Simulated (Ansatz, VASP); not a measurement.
# Ti: VASP beside Ansatz

The input INCAR:

```
PREC = Accurate
ENCUT = 500
EDIFF = 1E-6
ISMEAR = 0
SIGMA = 0.1
LREAL = False
LASPH = True
NELM = 120
ALGO = Normal
ISIF = 2
LWAVE = False
LCHARG = False
GGA = PS
NBANDS = 12
GGA_COMPAT = False
```

File KPOINTS:

```
regular mesh
0
Gamma
  28 28 28
```

POSCAR

```
Ti
1.0
   -1.6050139002      1.6050139002      1.6050139002
    1.6050139002     -1.6050139002      1.6050139002
    1.6050139002      1.6050139002     -1.6050139002
Ti
1
Direct
    0.0000000000      0.0000000000      0.0000000000
```

Input for Ansatz:

```yaml
crystal:
  lattice:
    - [-1.6050139002, 1.6050139002, 1.6050139002]
    - [1.6050139002, -1.6050139002, 1.6050139002]
    - [1.6050139002, 1.6050139002, -1.6050139002]
  atoms:
    - { symbol: Ti, position: [0.0, 0.0, 0.0] }
basis:
  ecutwfc: 420
kpoints:
  mp_grid: { grid: [28, 28, 28] }
hamiltonian:
  xc: pbesol
  pseudopotentials: { kind: paw, azcp: { folder: soft_1 } }
scf:
  occupations: { method: gaussian, width: 0.1 }
output:
  forces: true
  stress: true
  eigenvalues: true
```

Alike in both runs: task single point; functional PBEsol; k mesh 28 × 28 × 28; occupations gaussian, width 0.1 eV; no spin polarisation.

```csv
,VASP,Ansatz
version,VASP 6.6.1,Ansatz 0.2.0
potentials or method,"VASP PAW PBE potentials, release 64 (Ti_sv), cutoff 500 eV","scalar-relativistic, plane waves, PAW"
valence electrons in the cell,12,12
```

VASP gave:

- gap on the k mesh at the Fermi level (eV): none
- pressure (GPa): -0.4

Q: Which values does Ansatz return?

A: gap on the k mesh at the Fermi level (eV): none; pressure (GPa): -0.1.

VASP's potentials were made for PBE, not for PBEsol, and Ansatz warns of the same on its side. A gap of «none» marks a metal or a gap that the smearing closes.
